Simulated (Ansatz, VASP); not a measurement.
SiO2 in VASP and in Ansatz

Contents of INCAR:

```
PREC = Accurate
ENCUT = 520
EDIFF = 1E-6
ISMEAR = -1
SIGMA = 0.02
LREAL = F
LASPH = T
NELM = 100
ALGO = Normal
ISIF = 2
LWAVE = F
LCHARG = F
GGA = PE
NBANDS = 25
```

Contents of KPOINTS:

```
regular mesh
0
Gamma
  6 6 10
```

The input POSCAR:

```
SiO2
1.0
    4.3525963506      0.0000000000      0.0000000000
    0.0000000000      4.3525963506      0.0000000000
    0.0000000000      0.0000000000      2.7755934866
Si O
2 4
Direct
    0.0000000000      0.0000000000      0.0000000000
    0.5000000000      0.5000000000      0.5000000000
    0.3109103466      0.3109103466      0.0000000000
    0.1890896534      0.8109103466      0.5000000000
    0.8109103466      0.1890896534      0.5000000000
    0.6890896534      0.6890896534      0.0000000000
```

Input for Ansatz:

```yaml
crystal:
  lattice:
    - [4.3525963506, 0.0, 0.0]
    - [0.0, 4.3525963506, 0.0]
    - [0.0, 0.0, 2.7755934866]
  atoms:
    - { symbol: Si, position: [0.0, 0.0, 0.0] }
    - { symbol: Si, position: [0.5, 0.5, 0.5] }
    - { symbol: O, position: [0.3109103466, 0.3109103466, 0.0] }
    - { symbol: O, position: [0.1890896534, 0.8109103466, 0.5] }
    - { symbol: O, position: [0.8109103466, 0.1890896534, 0.5] }
    - { symbol: O, position: [0.6890896534, 0.6890896534, 0.0] }
kpoints:
  mp_grid: { grid: [6, 6, 10] }
  band_path:
    path:
      - [0.0, 0.0, 0.0]
      - [0.0, 0.5, 0.0]
      - [0.5, 0.5, 0.0]
      - [0.0, 0.0, 0.5]
      - [0.0, 0.5, 0.5]
      - [0.5, 0.5, 0.5]
    npoints: 1
hamiltonian:
  xc: pbe
scf:
  occupations: { method: fermi_dirac, width: 0.02 }
  n_extra_bands: 5
output:
  forces: true
  stress: true
  eigenvalues: true
```

Change from the starting cell: hydrostatic strain +4.0%.

Alike in both runs: task single point; functional PBE; k mesh 6 × 6 × 10; occupations fermi-dirac, width 0.02 eV; no spin polarisation.

```csv
,VASP,Ansatz
version,VASP 6.6.1,Ansatz 0.2.0
potentials or method,"VASP PAW PBE potentials, release 64 (Si, O)","plane waves, PAW"
plane-wave cutoff (eV),520,420
valence electrons in the cell,32,32
```

```tsv
	VASP	Ansatz	Ansatz less VASP
gap on the k mesh at the Fermi level (eV)	3.75	3.76	+0.019
pressure (GPa)	-19.4	-19.5	-0.09
traceless stress, the component that is largest in VASP (GPa)	-7.19	-7.58	-0.397
rms of the force components (eV/Å)	0.052	0.044	-0.0085
```

Atom by atom the forces differ by 0.008 eV/Å (rms over components).
